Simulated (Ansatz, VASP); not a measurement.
TiGe4 in VASP and in Ansatz

INCAR

```
SYSTEM = TiGe4
  ALGO = Normal
  EDIFF = 1E-7
  ENCUT = 520
  GGA = PE
  ISIF = 2
  ISMEAR = 0
  LASPH = .True.
  LCHARG = .False.
  LREAL = .False.
  LWAVE = .False.
  NBANDS = 42
  NELM = 80
  PREC = Accurate
  SIGMA = 0.1
```

KPOINTS

```
k-points
0
Gamma
  4 4 4
  0 0 0
```

POSCAR

```
TiGe4
1.0
   -3.0628899500      3.0628899500      3.0628899500
    3.0628899500     -3.0628899500      3.0628899500
    3.0628899500      3.0628899500     -3.0628899500
Ti Ge
1 4
Direct
    0.0000000000      0.0000000000      0.0000000000
    0.3495999900      0.3495999900      0.3495999900
    0.6504000100      0.0000000000      0.0000000000
    0.0000000000      0.0000000000      0.6504000100
    0.0000000000      0.6504000100      0.0000000000
```

Input for Ansatz:

```yaml
crystal:
  lattice:
    - [-3.06288995, 3.06288995, 3.06288995]
    - [3.06288995, -3.06288995, 3.06288995]
    - [3.06288995, 3.06288995, -3.06288995]
  atoms:
    - { symbol: Ti, position: [0.0, 0.0, 0.0] }
    - { symbol: Ge, position: [0.34959999, 0.34959999, 0.34959999] }
    - { symbol: Ge, position: [0.65040001, 0.0, 0.0] }
    - { symbol: Ge, position: [0.0, 0.0, 0.65040001] }
    - { symbol: Ge, position: [0.0, 0.65040001, 0.0] }
basis:
  ecutwfc: 420
kpoints:
  mp_grid: { grid: [4, 4, 4] }
hamiltonian:
  xc: pbe
scf:
  occupations: { method: gaussian, width: 0.1 }
  lower_state_search: "off"
output:
  forces: true
  stress: true
  eigenvalues: true
```

Change from the starting cell: species swapped into the GeF4 type (I-43m, No. 217).

Alike in both runs: task single point; functional PBE; k mesh 4 × 4 × 4; occupations gaussian, width 0.1 eV; no spin polarisation.

|  | VASP | Ansatz |
| --- | --- | --- |
| version | VASP 6.6.1 | Ansatz 0.2.0 |
| potentials or method | VASP PAW PBE potentials, release 64 (Ti_sv, Ge_d), cutoff 520 eV | scalar-relativistic, plane waves, PAW |
| valence electrons in the cell | 68 | 68 |

VASP gave:

| Property | Result |
| --- | --- |
| gap on the k mesh at the Fermi level (eV) | none |
| rms of the force components (eV/Å) | 7.802 |

Problem. Which values does Ansatz return?

Solution. gap on the k mesh at the Fermi level (eV): none; rms of the force components (eV/Å): 7.626.

Atom by atom the forces differ by 0.176 eV/Å (rms over components). A gap of «none» marks a metal or a gap that the smearing closes.

The k mesh is coarse, so the values compare programs but aren't converged.
